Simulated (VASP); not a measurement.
# Sb (Fm-3m) in VASP: a series of runs

Sb is run at these levels: PBEsol-based screened hybrid with 25 % exact exchange, HSE06, PBE-based screened hybrid with 25 % exact exchange; tasks: single point.

All numbers are computed with VASP 6.6.1; they aren't measurements. Logs are shortened: lines on timing, memory, paths and dates and some standing lists are left out, and cuts for length are marked.

### Step 1. The cell of the first run

The structure is cubic, space group Fm-3m (No. 225). Conventional cell: a = 4.697 Å, b = 4.697 Å, c = 4.697 Å, α = 90.00°, β = 90.00°, γ = 90.00°. Sb (site symmetry m-3m) has 12 Sb at 3.32 Å within 4.4 Å.

This isn't the form of Sb at room conditions, which is rhombohedral.

### Step 2. Single point, PBEsol-based screened hybrid with 25 % exact exchange

POSCAR

```
Sb
1.0
    0.0000000000      2.3486954822      2.3486954822
    2.3486954822      0.0000000000      2.3486954822
    2.3486954822      2.3486954822      0.0000000000
Sb
1
Direct
    0.0000000000      0.0000000000      0.0000000000
```

INCAR.step1

```
PREC = Accurate
ENCUT = 520
EDIFF = 1E-5
ISMEAR = -1
SIGMA = 0.05
LREAL = False
LASPH = True
NELM = 100
ALGO = Normal
ISIF = 2
LWAVE = True
NBANDS = 8
GGA = PE
```

INCAR.step2

```
PREC = Accurate
ENCUT = 520
EDIFF = 1E-6
ISMEAR = -1
SIGMA = 0.05
LREAL = False
LASPH = True
NELM = 100
ALGO = Normal
ISIF = 2
LWAVE = False
LCHARG = True
GGA = PS
LHFCALC = True
AEXX = 0.25
HFSCREEN = 0.207
PRECFOCK = Normal
LELF = True
LVHAR = True
NBANDS = 8
ISTART = 1
```

KPOINTS

```
Automatic mesh
0
Gamma
  5 5 5
```

Potentials or basis: VASP PAW PBE potentials, release 64 (Sb).

The run is started by

```bash
> cat potpaw_PBE.64/Sb/POTCAR > POTCAR
> cp INCAR.step1 INCAR
> mpirun -np 1 vasp_std > vasp.out
> cp INCAR.step2 INCAR
> mpirun -np 1 vasp_std > vasp.out
```

OUTCAR:

```text
PREC = Accurate
   ENCUT = 520
   EDIFF = 1E-6
   ISMEAR = -1
   LREAL = False
   LASPH = True
   NELM = 100
   ISIF = 2
   GGA = PS
   LHFCALC = True
   AEXX = 0.25
   HFSCREEN = 0.207
   PRECFOCK = Normal
   ISTART = 1

 ion  position               nearest neighbor table
   1  0.000  0.000  0.000-

  LATTYP: Found a face centered cubic cell.
 ALAT       =     4.6973909644

  Lattice vectors:

 A1 = (   0.0000000000,   2.3486954822,   2.3486954822)
 A2 = (   2.3486954822,   0.0000000000,   2.3486954822)
 A3 = (   2.3486954822,   2.3486954822,   0.0000000000)

Analysis of symmetry for initial positions (statically):
=====================================================================
 Subroutine PRICEL returns:
 Original cell was already a primitive cell.

 Routine SETGRP: Setting up the symmetry group for a
 face centered cubic supercell.

 Subroutine GETGRP returns: Found 48 space group operations
 (whereof 48 operations were pure point group operations)
 out of a pool of 48 trial point group operations.

The static configuration has the point symmetry O_h .

Analysis of symmetry for dynamics (positions and initial velocities):
=====================================================================
 Subroutine PRICEL returns:
 Original cell was already a primitive cell.

 Routine SETGRP: Setting up the symmetry group for a
 face centered cubic supercell.

 Subroutine GETGRP returns: Found 48 space group operations
 (whereof 48 operations were pure point group operations)
 out of a pool of 48 trial point group operations.

The dynamic configuration has the point symmetry O_h .

 Subroutine INISYM returns: Found 48 space group operations
 (whereof 48 operations are pure point group operations),
 and found     1 'primitive' translations

----------------------------------------------------------------------------------------

                                     Primitive cell

  volume of cell :      25.9125

  direct lattice vectors                    reciprocal lattice vectors
     0.000000000  2.348695482  2.348695482    -0.212884132  0.212884132  0.212884132
     2.348695482  0.000000000  2.348695482     0.212884132 -0.212884132  0.212884132
     2.348695482  2.348695482  0.000000000     0.212884132  0.212884132 -0.212884132

  length of vectors
     3.321557005  3.321557005  3.321557005     0.368726133  0.368726133  0.368726133

  position of ions in fractional coordinates (direct lattice)
     0.000000000  0.000000000  0.000000000

  ion indices of the primitive-cell ions
   primitive index   ion index
                 1           1

----------------------------------------------------------------------------------------

 KPOINTS: Automatic mesh

Automatic generation of k-mesh.
 Grid dimensions read from file:
 generate k-points for:    5    5    5

 Generating k-lattice:

  Cartesian coordinates                     Fractional coordinates (reciprocal lattice)
    -0.042576826  0.042576826  0.042576826     0.200000000  0.000000000  0.000000000
     0.042576826 -0.042576826  0.042576826     0.000000000  0.200000000  0.000000000
     0.042576826  0.042576826 -0.042576826     0.000000000  0.000000000  0.200000000

  Length of vectors
     0.073745227  0.073745227  0.073745227

  Shift w.r.t. Gamma in fractional coordinates (k-lattice)
     0.000000000  0.000000000  0.000000000

 Subroutine IBZKPT returns following result:
 ===========================================

 Found     10 irreducible k-points:

 Following reciprocal coordinates:
            Coordinates               Weight
  0.000000  0.000000  0.000000      1.000000
  0.200000  0.000000  0.000000      8.000000
  0.400000  0.000000  0.000000      8.000000
  0.200000  0.200000  0.000000      6.000000
  0.400000  0.200000  0.000000     24.000000
 -0.400000  0.200000  0.000000     24.000000
 -0.200000  0.200000  0.000000     12.000000
  0.400000  0.400000  0.000000      6.000000
 -0.400000  0.400000  0.000000     12.000000
 -0.400000  0.400000  0.200000     24.000000
   k-points           NKPTS =     10   k-points in BZ     NKDIM =    125   number of bands    NBANDS=      8
   number of dos      NEDOS =    301   number of ions     NIONS =      1
   total plane-waves  NPLWV =  21952
   dimension x,y,z NGX =    28 NGY =   28 NGZ =   28
   dimension x,y,z NGXF=    56 NGYF=   56 NGZF=   56
   ions per type =               1
   NGX,Y,Z   is equivalent  to a cutoff of  14.01, 14.01, 14.01 a.u.
   NGXF,Y,Z  is equivalent  to a cutoff of  28.03, 28.03, 28.03 a.u.
 SYSTEM =  unknown system
   PREC   = accura    normal or accurate (medium, high low for compatibility)
   ISTART =      1    job   : 0-new  1-cont  2-samecut
   ICHARG =      0    charge: 1-file 2-atom 10-const
   ISPIN  =      1    spin polarized calculation?
   LNONCOLLINEAR =      F non collinear calculations
   LSORBIT =      F    spin-orbit coupling
   LASPH  =      T    aspherical Exc in radial PAW
   ENCUT  =  520.0 eV  38.22 Ry    6.18 a.u.   6.18  6.18  6.18*2*pi/ulx,y,z
   NELM   =    100;   NELMIN=  2; NELMDL=  0     # of ELM steps
   EDIFF  = 0.1E-05   stopping-criterion for ELM
   LREAL  =      F    real-space projection
   EDIFFG = 0.1E-04   stopping-criterion for IOM
   NSW    =      0    number of steps for IOM
   IBRION =     -1    ionic relax: 0-MD 1-quasi-New 2-CG
   NFREE  =      0    steps in history (QN), initial steepest desc. (CG)
   ISIF   =      2    stress and relaxation
   ISYM   =      3    0-nonsym 1-usesym 2-fastsym
   POTIM  = 0.5000    time-step for ionic-motion
   TEBEG  =    0.0;   TEEND  =   0.0 temperature during run
   PSTRESS=    0.0 pullay stress
   NELECT =       5.0000    total number of electrons
   NUPDOWN=      -1.0000    fix difference up-down
   EMIN   =  10.00;   EMAX   =-10.00  energy-range for DOS
   EFERMI =   0.00;   METHOD = LEGACY
   ISMEAR =    -1;   SIGMA  =   0.05  broadening in eV -4-tet -1-fermi 0-gaus
   EFERMI_NEDOS =   21; number of points for ismear=-14 and -15
   IALGO  =     38    algorithm
   IMIX   =      1    mixing-type and parameters
     AMIX     =   0.40;   BMIX     =  1.00
     AMIX_MAG =   1.60;   BMIX_MAG =  1.00
  volume/ion in A,a.u.               =      25.91       174.87
  Fermi-wavevector in a.u.,A,eV,Ry     =   0.946008  1.787696 12.176276  0.894931
  Thomas-Fermi vector in A             =   2.073964
   LORBIT       =      0    0 simple, 1 ext, 2 COOP (PROOUT), +10 PAW based schemes
   GGA     = PS    functional components
   LHFCALC =     T    Hartree Fock is set to
   PRECFOCK=normal    Normal, Fast or Accurate (Low or Medium for compatibility)
   ENCUT4O =  -1.0   cutoff for four orbital integrals eV
   NKREDX  =     1    reduce k-point grid by
   NKREDY  =     1    reduce k-point grid by
   NKREDZ  =     1    reduce k-point grid by
   AEXX    =    0.2500 exact exchange contribution
   HFSCREEN=    0.2070 screening length (either q_TF or 0.3 A-1)
   HFSCREENC=   0.2070 screening length for correlation (either q_TF or 0.3 A-1)
   ENCUTFOCK=  -1.0 apply spherical cutoff to Coloumb kernel
   IVDW    =     0    specifies the selected vdW correction
   LEPSILON=     F    determine dielectric tensor
   LRPA    =     F    only Hartree local field effects (RPA)
 non-spin polarized calculation
  energy-cutoff  :      520.00
  volume of cell :       25.91
 maximum number of plane-waves:       725
 NGX is ok and might be reduce to    28
  NGX = 20; NGY = 20; NGZ = 20

 number of electron       5.0000000 magnetization

 Free energy of the ion-electron system (eV)
  ---------------------------------------------------
  ext. energy  EPLUGINS =         0.00000000
  ---------------------------------------------------
  free energy    TOTEN  =        -4.91505428 eV

  energy without entropy =       -4.90157785  energy(sigma->0) =       -4.90831606

 E-fermi :   8.5561     XC(G=0):  -8.6773

 val. band max:        8.4992824681   @ k =  -0.4000   0.4000   0.2000
 cond. band min:       8.8325241664   @ k =  -0.2000   0.2000   0.0000
 fundamental gap:      0.3332416984
 Fermi energy:         8.5561399339

 k-point     1 :       0.0000    0.0000    0.0000
  band No.  band energies     occupation
      1      -5.9735      2.00000
      2      15.1099      0.00000
      3      15.1099      0.00000
      4      15.1099      0.00000
      5      19.5894      0.00000
      6      19.5894      0.00000
      7      19.5894      0.00000
      8      20.0056      0.00000

 k-point     2 :       0.2000    0.0000    0.0000
  band No.  band energies     occupation
      1      -5.0738      2.00000
      2       9.6784      0.00000
      3      14.1851      0.00000
      4      14.1851      0.00000
      5      18.0587      0.00000
      6      20.4466      0.00000
      7      20.4466      0.00000
      8      22.2056      0.00000

 k-point     3 :       0.4000    0.0000    0.0000
  band No.  band energies     occupation
      1      -2.5286      2.00000
      2       3.4134      2.00000
      3      13.2366      0.00000
      4      13.2366      0.00000
      5      17.7971      0.00000
      6      18.9012      0.00000
      7      18.9012      0.00000
      8      19.7425      0.00000

 k-point     4 :       0.2000    0.2000    0.0000
  band No.  band energies     occupation
      1      -4.7717      2.00000
      2      11.4805      0.00000
      3      12.1378      0.00000
      4      12.1378      0.00000
      5      15.9737      0.00000
      6      17.4764      0.00000
      7      23.3258      0.00000
      8      23.3258      0.00000

 k-point     5 :       0.4000    0.2000    0.0000
  band No.  band energies     occupation
      1      -2.7284      2.00000
      2       5.8617      2.00000
      3      10.1719      0.00000
      4      11.1429      0.00000
      5      15.4232      0.00000
      6      18.9482      0.00000
      7      22.4107      0.00000
      8      23.0451      0.00000

 k-point     6 :      -0.4000    0.2000    0.0000
  band No.  band energies     occupation
      1      -0.9596      2.00000
      2       2.9560      2.00000
      3       8.3823      1.94006
      4      11.8624      0.00000
      5      15.8470      0.00000
      6      20.9793      0.00000
      7      21.3557      0.00000
      8      24.5395      0.00000

 k-point     7 :      -0.2000    0.2000    0.0000
  band No.  band energies     occupation
      1      -3.5973      2.00000
      2       7.5430      2.00000
      3       8.8325      0.00792
      4      13.9141      0.00000
      5      17.9786      0.00000
      6      20.4075      0.00000
      7      20.6780      0.00000
      8      21.1930      0.00000

 k-point     8 :       0.4000    0.4000    0.0000
  band No.  band energies     occupation
      1      -1.2695      2.00000
      2       5.1338      2.00000
      3       9.6376      0.00000
      4       9.6376      0.00000
      5      13.7655      0.00000
      6      14.0298      0.00000
      7      26.6555      0.00000
      8      27.1832      0.00000

 k-point     9 :      -0.4000    0.4000    0.0000
  band No.  band energies     occupation
      1       0.5231      2.00000
      2       3.6328      2.00000
      3       5.9717      2.00000
      4       9.9166      0.00000
      5      14.0464      0.00000
      6      18.0694      0.00000
      7      25.4651      0.00000
      8      25.8459      0.00000

 k-point    10 :      -0.4000    0.4000    0.2000
  band No.  band energies     occupation
      1      -0.4161      2.00000
      2       4.9006      2.00000
      3       6.2589      2.00000
      4       8.4993      1.51431
      5      18.1539      0.00000
      6      18.9673      0.00000
      7      20.7384      0.00000
      8      24.7756      0.00000

------------------------ aborting loop because EDIFF is reached ----------------------------------------

  FORCE on cell =-STRESS in cart. coord.  units (eV):
  Direction    XX          YY          ZZ          XY          YZ          ZX
  --------------------------------------------------------------------------------------
  -------------------------------------------------------------------------------------
  Total       -0.1688355     -0.1688355     -0.1688355     -0.0000000     -0.0000000      0.0000000
  in kB      -10.4391272    -10.4391272    -10.4391272     -0.0000000     -0.0000000      0.0000000
  external PRESSURE =     -10.4391272 kB  Pullay stress =       0.0000000 kB

 VOLUME and BASIS-vectors are now :
 -----------------------------------------------------------------------------
  energy-cutoff  :      520.00
  volume of cell :       25.91
      direct lattice vectors                 reciprocal lattice vectors
     0.000000000  2.348695482  2.348695482    -0.212884132  0.212884132  0.212884132
     2.348695482  0.000000000  2.348695482     0.212884132 -0.212884132  0.212884132
     2.348695482  2.348695482  0.000000000     0.212884132  0.212884132 -0.212884132

 POSITION                                       TOTAL-FORCE (eV/Angst)
 -----------------------------------------------------------------------------------
      0.00000      0.00000      0.00000         0.000000      0.000000     -0.000000
 -----------------------------------------------------------------------------------
    total drift:                               -0.000042     -0.000083      0.000052

  FREE ENERGIE OF THE ION-ELECTRON SYSTEM (eV)
  ---------------------------------------------------
  free  energy   TOTEN  =        -4.9150542767 eV

  energy  without entropy=       -4.9015778495  energy(sigma->0) =       -4.90831606
```

It took 90 s on 1 thread of Intel Xeon Platinum 8488C (Sapphire Rapids), shared host; peak memory 0.26 GiB.

What came out:

```
Free energy            : -4.9151 eV
Pressure               : -1.0 GPa
Band gap on the k mesh : zero (an odd number of electrons rules out a gap without spin polarisation)
```

Levels at points of the mesh, in eV from the Fermi level:
```csv
k point,band 1,band 2,band 3,band 4,band 5
"(0.00, 0.00, 0.00)",-14.53,6.55,6.55,6.55,11.03
```

Caveat: the k points lie up to 0.46 Å⁻¹ apart, too coarse for converged energies and pressures of a metal; the PAW data sets were made with another functional, which shifts forces and pressure a little; spin-orbit coupling is left out, which moves the levels of the heavy elements.

### Step 3. Single point, HSE06

This run uses another cell than the first one, of 26.67 Å³/atom.

POSCAR

```
Sb
1.0
    0.0000000000      2.3712425216      2.3712425216
    2.3712425216      0.0000000000      2.3712425216
    2.3712425216      2.3712425216      0.0000000000
Sb
1
Direct
    0.0000000000      0.0000000000      0.0000000000
```

INCAR.step1

```
SYSTEM = Sb
ALGO = Normal
EDIFF = 1E-5
ENCUT = 520
GGA = PE
ISIF = 2
ISMEAR = -1
LASPH = .TRUE.
LCHARG = .FALSE.
LREAL = .FALSE.
LWAVE = .TRUE.
NBANDS = 8
NELM = 100
PREC = Accurate
SIGMA = 0.05
```

INCAR.step2

```
SYSTEM = Sb
ALGO = Normal
EDIFF = 1E-7
ENCUT = 520
GGA = PE
HFSCREEN = 0.2079
ISIF = 2
ISMEAR = -1
ISTART = 1
LASPH = .TRUE.
LCHARG = .FALSE.
LHFCALC = .TRUE.
LREAL = .FALSE.
LWAVE = .FALSE.
NBANDS = 8
NELM = 100
PREC = Accurate
PRECFOCK = Normal
SIGMA = 0.05
```

KPOINTS

```
k-points
0
G
  5 5 5
  0 0 0
```

Potentials or basis: VASP PAW PBE potentials, release 64 (Sb).

The run is started by

```bash
> cat potpaw_PBE.64/Sb/POTCAR > POTCAR
> cp INCAR.step1 INCAR
> mpirun -np 1 vasp_std > vasp.out
> cp INCAR.step2 INCAR
> mpirun -np 1 vasp_std > vasp.out
```

Wall time 2.1 min (1 thread of Intel Xeon Platinum 8488C (Sapphire Rapids), shared host); peak memory 0.25 GiB.

Results (log left out):

```
Free energy            : -4.5957 eV
Pressure               : -1.2 GPa
Band gap on the k mesh : zero (an odd number of electrons rules out a gap without spin polarisation)
```

Levels at points of the mesh, in eV from the Fermi level:
| k point | band 1 | band 2 | band 3 | band 4 | band 5 | band 6 | band 7 |
| --- | --- | --- | --- | --- | --- | --- | --- |
| (0.00, 0.00, 0.00) | -14.30 | 6.30 | 6.30 | 6.30 | 10.85 | 10.85 | 10.85 |

Caveat: the k points lie up to 0.46 Å⁻¹ apart, too coarse for converged energies and pressures of a metal; the PAW data sets were made with another functional, which shifts forces and pressure a little; spin-orbit coupling is left out, which moves the levels of the heavy elements.

(Part 1 of 2 ends here.)

The gap in the log of VASP goes by the Fermi energy; the results here count the filled bands.